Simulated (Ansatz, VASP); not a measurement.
This is a calculation of MnS for VASP 6.6.1.

INCAR

```
  ALGO = Normal
  EDIFF = 1E-6
  EDIFFG = -0.02
  ENCUT = 600
  GGA = RE
  IBRION = 2
  ISIF = 3
  ISMEAR = -1
  ISPIN = 2
  LASPH = True
  LCHARG = False
  LMAXMIX = 4
  LORBIT = 11
  LREAL = False
  LWAVE = False
  MAGMOM = 4 0
  NELM = 150
  NSW = 80
  PREC = Accurate
  SIGMA = 0.05
```

The input KPOINTS:

```
k-points
0
Gamma
  9 9 9
```

File POSCAR:

```
MnS
1.0
    0.0000000000      2.6045000000      2.6045000000
    2.6045000000      0.0000000000      2.6045000000
    2.6045000000      2.6045000000      0.0000000000
Mn S
1 1
Direct
    0.0000000000      0.0000000000      0.0000000000
    0.5000000000      0.5000000000      0.5000000000
```

Potentials or basis: VASP PAW PBE potentials, release 64 (Mn_pv, S).

Launch:

```console
$ cat potpaw_PBE.64/Mn_pv/POTCAR potpaw_PBE.64/S/POTCAR > POTCAR
$ mpirun -np 1 vasp_std > vasp.out
```

Task: Set up the same calculation for Ansatz 0.2.0. Potentials there: all-electron LAPW, scalar-relativistic.

Result: As run (the cutoff follows the program's own potentials):

The input input.yaml:

```yaml
crystal:
  lattice:
    - [0.0, 2.6045, 2.6045]
    - [2.6045, 0.0, 2.6045]
    - [2.6045, 2.6045, 0.0]
  atoms:
    - { symbol: Mn, position: [0.0, 0.0, 0.0], spin: 4.0 }
    - { symbol: S, position: [0.5, 0.5, 0.5] }
kpoints:
  mp_grid: { grid: [9, 9, 9] }
scf:
  occupations: { method: fermi_dirac, width: 0.05 }
hamiltonian:
  xc: revpbe
  pseudopotentials: { kind: all_electron, lapw: { basis_error: 0.001 } }
magnetization:
  spin_polarized: true
output:
  forces: true
  stress: true
relax:
  f_tol: 0.02
  max_steps: 60
  cell: {}
```

Potentials or basis: all-electron LAPW, scalar-relativistic.

Command:

```sh
$ ansatz run input.yaml --threads 2 --pin off --max-ram 6144MiB --backend cpu --events-out ev --progress --plain --runs-dir out
```

Both were run:

|  | VASP | Ansatz | Ansatz less VASP |
| --- | --- | --- | --- |
| net moment per atom (μB) | 2.37 | 2.37 | +0.001 |
| size of the moment on the site where the two differ most (μB) | 4.29 | 4.44 | +0.154 |
| relaxed volume (Å³/atom) | 17.59 | 17.59 | +0.006 |
| relaxed cell length with the largest relative difference (Å) | 3.678 | 3.678 | +0.0004 |

VASP's potentials were made for PBE, not for revPBE. Site moments also hang on the region over which each program counts them. Ansatz ran all-electron here, and VASP with PAW potentials.
